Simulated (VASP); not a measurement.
# Si (P6_3/mmc) in VASP: further runs

The runs below take Si through single point, with LDA.

Everything below comes from runs of VASP 6.6.1. Logs are shortened: lines on timing, memory, paths and dates and some standing lists are left out, and cuts for length are marked.

### Step 1. The cell of the first run

Symmetry: P6_3/mmc, No. 194, hexagonal system. The conventional cell has a = 2.731 Å, b = 2.731 Å, c = 4.474 Å, α = 90.00°, β = 90.00°, γ = 120.00°. Within 3.6 Å of Si (site symmetry -6m2) lie 12 Si at 2.73 to 2.74 Å.

This isn't the form of Si at room conditions, which is diamond.

### Step 2. Single point, LDA (strain +0.030 along x and y, -0.015 along z)

Input file INCAR:

```
SYSTEM = Si
ALGO     = Normal         ! electronic algorithm
EDIFF    = 1E-6           ! SCF threshold, eV
ENCUT    = 520            ! plane-wave cutoff, eV
GGA      = CA             ! functional
ISIF     = 2              ! what is computed and relaxed
ISMEAR   = 0              ! smearing method
LASPH    = .TRUE.         ! aspherical terms in the spheres
LCHARG   = .FALSE.        ! write CHGCAR
LREAL    = .FALSE.        ! projectors in reciprocal space
LWAVE    = .FALSE.        ! write WAVECAR
NBANDS   = 11             ! bands
NELM     = 80             ! most SCF steps
PREC     = Accurate       ! precision mode
SIGMA    = 0.15           ! smearing width, eV
```

Input file KPOINTS:

```
k-points
0
G
  24 24 14
  0 0 0
```

Input file POSCAR:

```
Si
1.0
    2.7305986868      0.0000000000      0.0000000000
   -1.3652993434      2.3647678303      0.0000000000
    0.0000000000      0.0000000000      4.4736162773
Si
2
Direct
    0.3333333333      0.6666666667      0.2500000000
    0.6666666667      0.3333333333      0.7500000000
```

Potentials or basis: VASP PAW LDA potentials, release 64 (Si).

The run is started by

```
$ cat potpaw_LDA.64/Si/POTCAR > POTCAR
$ mpirun -np 1 vasp_std > vasp.out
```

OUTCAR:

```text
SYSTEM = Si
   EDIFF = 1E-6
   ENCUT = 520
   GGA = CA
   ISIF = 2
   ISMEAR = 0
   LASPH = .TRUE.
   LREAL = .FALSE.
   NELM = 80
   PREC = Accurate

 ion  position               nearest neighbor table
   1  0.333  0.667  0.250-   2 2.74   2 2.74   2 2.74   2 2.74   2 2.74   2 2.74
   2  0.667  0.333  0.750-   1 2.74   1 2.74   1 2.74   1 2.74   1 2.74   1 2.74

  LATTYP: Found a hexagonal cell.
 ALAT       =     2.7305986868
 C/A-ratio  =     1.6383279971

  Lattice vectors:

 A1 = (   2.7305986868,   0.0000000000,   0.0000000000)
 A2 = (  -1.3652993434,   2.3647678303,   0.0000000000)
 A3 = (   0.0000000000,   0.0000000000,   4.4736162773)

Analysis of symmetry for initial positions (statically):
=====================================================================
 Subroutine PRICEL returns:
 Original cell was already a primitive cell.

 Routine SETGRP: Setting up the symmetry group for a
 hexagonal supercell.

 Subroutine GETGRP returns: Found 24 space group operations
 (whereof 12 operations were pure point group operations)
 out of a pool of 24 trial point group operations.

The static configuration has the point symmetry D_3d.
 The point group associated with its full space group is D_6h.

Analysis of symmetry for dynamics (positions and initial velocities):
=====================================================================
 Subroutine PRICEL returns:
 Original cell was already a primitive cell.

 Routine SETGRP: Setting up the symmetry group for a
 hexagonal supercell.

 Subroutine GETGRP returns: Found 24 space group operations
 (whereof 12 operations were pure point group operations)
 out of a pool of 24 trial point group operations.

The dynamic configuration has the point symmetry D_3d.
 The point group associated with its full space group is D_6h.

 Subroutine INISYM returns: Found 24 space group operations
 (whereof 12 operations are pure point group operations),
 and found     1 'primitive' translations

----------------------------------------------------------------------------------------

                                     Primitive cell

  volume of cell :      28.8872

  direct lattice vectors                    reciprocal lattice vectors
     2.730598687  0.000000000  0.000000000     0.366220055  0.211437247  0.000000000
    -1.365299343  2.364767830  0.000000000     0.000000000  0.422874494  0.000000000
     0.000000000  0.000000000  4.473616277     0.000000000  0.000000000  0.223532806

  length of vectors
[... 91 lines left out ...]
   TEBEG  =    0.0;   TEEND  =   0.0 temperature during run
   PSTRESS=    0.0 pullay stress
   NELECT =       8.0000    total number of electrons
   NUPDOWN=      -1.0000    fix difference up-down
   EMIN   =  10.00;   EMAX   =-10.00  energy-range for DOS
   EFERMI =   0.00;   METHOD = LEGACY
   ISMEAR =     0;   SIGMA  =   0.15  broadening in eV -4-tet -1-fermi 0-gaus
   EFERMI_NEDOS =   21; number of points for ismear=-14 and -15
   IALGO  =     38    algorithm
   IMIX   =      4    mixing-type and parameters
     AMIX     =   0.40;   BMIX     =  1.00
     AMIX_MAG =   1.60;   BMIX_MAG =  1.00
  volume/ion in A,a.u.               =      14.44        97.47
  Fermi-wavevector in a.u.,A,eV,Ry     =   1.067095  2.016517 15.492844  1.138692
  Thomas-Fermi vector in A             =   2.202701
   LORBIT       =      0    0 simple, 1 ext, 2 COOP (PROOUT), +10 PAW based schemes
   GGA     = CA    functional components
   LHFCALC =     F    Hartree Fock is set to
   AEXX    =    0.0000 exact exchange contribution
   IVDW    =     0    specifies the selected vdW correction
   LEPSILON=     F    determine dielectric tensor
   LRPA    =     F    only Hartree local field effects (RPA)
 non-spin polarized calculation
 Gauss-broadening in eV      SIGMA  =   0.15
  energy-cutoff  :      520.00
  volume of cell :       28.89
 maximum number of plane-waves:       795
   NGX = 11   NGY = 11   NGZ = 17

 number of electron       8.0000000 magnetization

 Free energy of the ion-electron system (eV)
  ---------------------------------------------------
  ext. energy  EPLUGINS =         0.00000000
  ---------------------------------------------------
  free energy    TOTEN  =       -11.06599035 eV

  energy without entropy =      -11.05688766  energy(sigma->0) =      -11.06143901

 E-fermi :  10.1522     XC(G=0): -11.2725

 val. band max:       10.1501908122   @ k =   0.1667   0.1250   0.3571
 cond. band min:      10.1645156459   @ k =   0.0833   0.0000   0.4286
 fundamental gap:      0.0143248337
 Fermi energy:        10.1522036406

 k-point     1 :       0.0000    0.0000    0.0000
  band No.  band energies     occupation
      1      -4.2612      2.00000
      2       2.5053      2.00000
      3       3.2302      2.00000
      4      18.2240      0.00000
      5      18.2240      0.00000
      6      19.7269      0.00000
      7      19.7269      0.00000
      8      21.2085      0.00000
      9      21.6184      0.00000
     10      22.6708      0.00000
     11      23.6659      0.00000
[... 309 lines left out ...]
 k-point    24 :       0.4583    0.0417    0.0000
  band No.  band energies     occupation
      1       1.5376      2.00000
      2       2.8069      2.00000
      3       8.2444      2.00000
      4       8.4649      2.00000
      5       9.2818      2.00000
      6      10.4001      0.01941
      7      12.6579      0.00000
      8      16.4037      0.00000
      9      18.1780      0.00000
     10      20.2375      0.00000
     11      22.7196      0.00000

 [... further k-points ...]

------------------------ aborting loop because EDIFF is reached ----------------------------------------

  FORCE on cell =-STRESS in cart. coord.  units (eV):
  Direction    XX          YY          ZZ          XY          YZ          ZX
  --------------------------------------------------------------------------------------
  -------------------------------------------------------------------------------------
  Total       -0.7674477     -0.7674477     -0.5205066      0.0000000      0.0000000      0.0000000
  in kB      -42.5651560    -42.5651560    -28.8689981      0.0000000      0.0000000      0.0000000
  external PRESSURE =     -37.9997700 kB  Pullay stress =       0.0000000 kB

 VOLUME and BASIS-vectors are now :
 -----------------------------------------------------------------------------
  energy-cutoff  :      520.00
  volume of cell :       28.89
      direct lattice vectors                 reciprocal lattice vectors
     2.730598687  0.000000000  0.000000000     0.366220055  0.211437247  0.000000000
    -1.365299343  2.364767830  0.000000000     0.000000000  0.422874494  0.000000000
     0.000000000  0.000000000  4.473616277     0.000000000  0.000000000  0.223532806

 POSITION                                       TOTAL-FORCE (eV/Angst)
 -----------------------------------------------------------------------------------
     -0.00000      1.57651      1.11840         0.000000      0.000000      0.000000
      1.36530      0.78826      3.35521         0.000000     -0.000000      0.000000
 -----------------------------------------------------------------------------------
    total drift:                               -0.000000      0.000000     -0.000000

  FREE ENERGIE OF THE ION-ELECTRON SYSTEM (eV)
  ---------------------------------------------------
  free  energy   TOTEN  =       -11.0659903500 eV

  energy  without entropy=      -11.0568876650  energy(sigma->0) =      -11.06143901
```

OSZICAR:

```text
N       E                     dE             d eps       ncg     rms          rms(c)
DAV:   1     0.474877762339E+01    0.47488E+01   -0.34586E+03 10744   0.612E+02
DAV:   2    -0.106760118562E+02   -0.15425E+02   -0.14804E+02 14049   0.838E+01
DAV:   3    -0.111097631071E+02   -0.43375E+00   -0.42983E+00 14126   0.116E+01
DAV:   4    -0.111114485257E+02   -0.16854E-02   -0.16850E-02 13097   0.914E-01
DAV:   5    -0.111114555419E+02   -0.70161E-05   -0.70156E-05 13590   0.546E-02    0.389E+00
DAV:   6    -0.110817003888E+02    0.29755E-01   -0.99488E-03 12367   0.451E-01    0.215E+00
DAV:   7    -0.110660931891E+02    0.15607E-01   -0.17295E-02 11979   0.591E-01    0.126E-01
DAV:   8    -0.110659901494E+02    0.10304E-03   -0.18840E-04 15345   0.953E-02    0.263E-02
DAV:   9    -0.110659903500E+02   -0.20057E-06   -0.13019E-06 12014   0.725E-03
   1 F= -.11065990E+02 E0= -.11061439E+02  d E =-.910269E-02
```

It took 1.8 min on 1 thread of Intel Xeon 8259CL, shared host; peak memory 0.22 GiB.

Results:

```
Free energy            : -11.0660 eV
Pressure               : -3.8 GPa
Band gap on the k mesh : zero (bands 4 and 5 overlap by 12.16 eV)
```

Caveat: the cell differs from its parent crystal (strain +0.030 along x and y, -0.015 along z); the cell stands under tension.

### Step 3. Single point, LDA (strain +0.015 along x and y, +0.015 along z)

Input file INCAR:

```
ALGO     = Normal         # electronic algorithm
EDIFF    = 1E-6           # SCF threshold, eV
ENCUT    = 520            # plane-wave cutoff, eV
GGA      = CA             # functional
ISIF     = 2              # what is computed and relaxed
ISMEAR   = 0              # smearing method
LASPH    = True           # aspherical terms in the spheres
LCHARG   = False          # write CHGCAR
LREAL    = False          # projectors in reciprocal space
LWAVE    = False          # write WAVECAR
NBANDS   = 11             # bands
NELM     = 80             # most SCF steps
PREC     = Accurate       # precision mode
SIGMA    = 0.15           # smearing width, eV
```

Input file KPOINTS:

```
k-points
0
Gamma
  24 24 14
```

Input file POSCAR:

```
Si
1.0
    2.6908326865      0.0000000000      0.0000000000
   -1.3454163433      2.3303294638      0.0000000000
    0.0000000000      0.0000000000      4.6098685497
Si
2
Direct
    0.3333333333      0.6666666667      0.2500000000
    0.6666666667      0.3333333333      0.7500000000
```

Potentials or basis: VASP PAW LDA potentials, release 64 (Si).

The run is started by

```
$ cat potpaw_LDA.64/Si/POTCAR > POTCAR
$ mpirun -np 1 vasp_std > vasp.out
```

Wall time 2 min (1 thread of Intel Xeon 8259CL, shared host); peak memory 0.22 GiB.

The run converged. Its results:

| Item | Value |
| --- | --- |
| Free energy | -11.0726 eV |
| Pressure | -3.8 GPa |
| Band gap on the k mesh | zero (bands 4 and 5 overlap by 12.68 eV) |

Stress tensor (GPa, compression positive):
```
-3.86  0.00  0.00
 0.00 -3.86  0.00
 0.00  0.00 -3.78
```

Levels at points of the mesh, in eV from the Fermi level:
| k point | band 1 | band 2 | band 3 | band 4 | band 5 | band 6 | band 7 | band 8 |
| --- | --- | --- | --- | --- | --- | --- | --- | --- |
| (0.00, 0.00, 0.00) | -14.40 | -8.25 | -7.08 | 8.85 | 8.85 | 9.92 | 10.18 | 10.18 |
| (0.50, 0.00, 0.00) | -8.12 | -7.52 | -2.01 | -1.68 | -1.51 | 0.08 | 3.76 | 5.97 |
| (0.00, 0.00, 0.50) | -12.71 | -12.71 | 0.40 | 0.40 | 10.08 | 10.08 | 10.08 | 10.08 |
| (0.50, 0.00, 0.50) | -6.47 | -6.47 | -5.90 | -5.90 | 5.21 | 5.21 | 5.43 | 5.43 |

Caveat: the cell differs from its parent crystal (strain +0.015 along x and y, +0.015 along z); the cell stands under tension.

### Step 4. Single point, LDA (strain +0.030 along x and y, +0.000 along z)

Input file INCAR:

```
  ALGO = Normal
  EDIFF = 1E-6
  ENCUT = 520
  ISIF = 2
  ISMEAR = 0
  LASPH = T
  LCHARG = F
  LREAL = F
  LWAVE = F
  NBANDS = 11
  NELM = 100
  PREC = Accurate
  SIGMA = 0.15
```

KPOINTS is that of step 3.

Input file POSCAR:

```
Si
1.0
    2.7305986868      0.0000000000      0.0000000000
   -1.3652993434      2.3647678303      0.0000000000
    0.0000000000      0.0000000000      4.5417424135
Si
2
Direct
    0.3333333333      0.6666666667      0.2500000000
    0.6666666667      0.3333333333      0.7500000000
```

Potentials or basis: VASP PAW LDA potentials, release 64 (Si).

The run is started by

```
$ cat potpaw_LDA.64/Si/POTCAR > POTCAR
$ mpirun -np 1 vasp_std > vasp.out
```

OUTCAR:

```text
EDIFF = 1E-6
   ENCUT = 520
   ISIF = 2
   ISMEAR = 0
   LASPH = T
   LREAL = F
   NELM = 100
   PREC = Accurate

 ion  position               nearest neighbor table
   1  0.333  0.667  0.250-   2 2.76   2 2.76   2 2.76   2 2.76   2 2.76   2 2.76
   2  0.667  0.333  0.750-   1 2.76   1 2.76   1 2.76   1 2.76   1 2.76   1 2.76

  LATTYP: Found a hexagonal cell.
 ALAT       =     2.7305986868
 C/A-ratio  =     1.6632771544

  Lattice vectors:

 A1 = (   2.7305986868,   0.0000000000,   0.0000000000)
 A2 = (  -1.3652993434,   2.3647678303,   0.0000000000)
 A3 = (   0.0000000000,   0.0000000000,   4.5417424135)

Analysis of symmetry for initial positions (statically):
=====================================================================
 Subroutine PRICEL returns:
 Original cell was already a primitive cell.

 Routine SETGRP: Setting up the symmetry group for a
 hexagonal supercell.

 Subroutine GETGRP returns: Found 24 space group operations
 (whereof 12 operations were pure point group operations)
 out of a pool of 24 trial point group operations.

The static configuration has the point symmetry D_3d.
 The point group associated with its full space group is D_6h.

Analysis of symmetry for dynamics (positions and initial velocities):
=====================================================================
 Subroutine PRICEL returns:
 Original cell was already a primitive cell.

 Routine SETGRP: Setting up the symmetry group for a
 hexagonal supercell.

 Subroutine GETGRP returns: Found 24 space group operations
 (whereof 12 operations were pure point group operations)
 out of a pool of 24 trial point group operations.

The dynamic configuration has the point symmetry D_3d.
 The point group associated with its full space group is D_6h.

 Subroutine INISYM returns: Found 24 space group operations
 (whereof 12 operations are pure point group operations),
 and found     1 'primitive' translations

[... 119 lines left out ...]
   GGA     = CA    functional components
   LHFCALC =     F    Hartree Fock is set to
   AEXX    =    0.0000 exact exchange contribution
   IVDW    =     0    specifies the selected vdW correction
   LEPSILON=     F    determine dielectric tensor
   LRPA    =     F    only Hartree local field effects (RPA)
 non-spin polarized calculation
 Gauss-broadening in eV      SIGMA  =   0.15
  energy-cutoff  :      520.00
  volume of cell :       29.33
 maximum number of plane-waves:       807
   NGX = 11   NGY = 11   NGZ = 17

 number of electron       8.0000000 magnetization

 Free energy of the ion-electron system (eV)
  ---------------------------------------------------
  ext. energy  EPLUGINS =         0.00000000
  ---------------------------------------------------
  free energy    TOTEN  =       -11.05683350 eV

  energy without entropy =      -11.04703754  energy(sigma->0) =      -11.05193552

 E-fermi :   9.9489     XC(G=0): -11.2114

 val. band max:        9.9467272547   @ k =   0.2500   0.0417   0.3571
 cond. band min:       9.9504015576   @ k =   0.2083   0.1667   0.0714
 fundamental gap:      0.0036743028
 Fermi energy:         9.9489296528

 k-point     1 :       0.0000    0.0000    0.0000
  band No.  band energies     occupation
      1      -4.3235      2.00000
      2       2.1367      2.00000
      3       3.0640      2.00000
      4      18.1608      0.00000
      5      18.1608      0.00000
      6      19.6289      0.00000
      7      19.6289      0.00000
      8      20.4617      0.00000
      9      21.1266      0.00000
     10      22.5799      0.00000
     11      23.3579      0.00000
[... 309 lines left out ...]
 k-point    24 :       0.4583    0.0417    0.0000
  band No.  band energies     occupation
      1       1.4796      2.00000
      2       2.7412      2.00000
      3       7.8792      2.00000
      4       8.3125      2.00000
      5       8.9127      2.00000
      6      10.2378      0.00645
      7      12.5931      0.00000
      8      16.3306      0.00000
      9      17.8326      0.00000
     10      20.0821      0.00000
     11      22.3262      0.00000

 [... further k-points ...]

------------------------ aborting loop because EDIFF is reached ----------------------------------------

  FORCE on cell =-STRESS in cart. coord.  units (eV):
  Direction    XX          YY          ZZ          XY          YZ          ZX
  --------------------------------------------------------------------------------------
  -------------------------------------------------------------------------------------
  Total       -1.0102410     -1.0102410     -0.7054124      0.0000000      0.0000000     -0.0000000
  in kB      -55.1908012    -55.1908012    -38.5376094      0.0000000      0.0000000     -0.0000000
  external PRESSURE =     -49.6397373 kB  Pullay stress =       0.0000000 kB

 VOLUME and BASIS-vectors are now :
 -----------------------------------------------------------------------------
  energy-cutoff  :      520.00
  volume of cell :       29.33
      direct lattice vectors                 reciprocal lattice vectors
     2.730598687  0.000000000  0.000000000     0.366220055  0.211437247  0.000000000
    -1.365299343  2.364767830  0.000000000     0.000000000  0.422874494  0.000000000
     0.000000000  0.000000000  4.541742413     0.000000000  0.000000000  0.220179814

 POSITION                                       TOTAL-FORCE (eV/Angst)
 -----------------------------------------------------------------------------------
     -0.00000      1.57651      1.13544        -0.000000     -0.000000      0.000000
      1.36530      0.78826      3.40631         0.000000      0.000000      0.000000
 -----------------------------------------------------------------------------------
    total drift:                               -0.000000      0.000000      0.000000

  FREE ENERGIE OF THE ION-ELECTRON SYSTEM (eV)
  ---------------------------------------------------
  free  energy   TOTEN  =       -11.0568335009 eV

  energy  without entropy=      -11.0470375443  energy(sigma->0) =      -11.05193552
```

It took 2 min on 1 thread of Intel Xeon 8259CL, shared host; peak memory 0.22 GiB.

What came out:

```yaml
Free_energy: -11.0568 eV
Pressure: -5.0 GPa
Band_gap_on_the_k_mesh: zero (bands 4 and 5 overlap by 12.13 eV)
```

Caveat: the cell differs from its parent crystal (strain +0.030 along x and y, +0.000 along z); the cell stands under tension.

### Step 5. The runs side by side

```csv
cell,gap on the mesh (eV),pressure (GPa)
"a = 2.731, b = 2.731, c = 4.474 Å, angles 90.0, 90.0, 120.0°, 2 atoms",none,-3.8
"a = 2.691, b = 2.691, c = 4.610 Å, angles 90.0, 90.0, 120.0°, 2 atoms",none,-3.8
"a = 2.731, b = 2.731, c = 4.542 Å, angles 90.0, 90.0, 120.0°, 2 atoms",none,-5.0
```

Alike in all rows: task single point; level LDA; potentials or basis VASP PAW LDA potentials, release 64 (Si); no spin polarisation; k mesh 24 × 24 × 14; cutoff (eV) 520; smearing gaussian 0.15 eV.

Caveats: the cell stands under tension.

Total energies depend on the potentials used, so only differences within one code and one set of settings carry meaning.
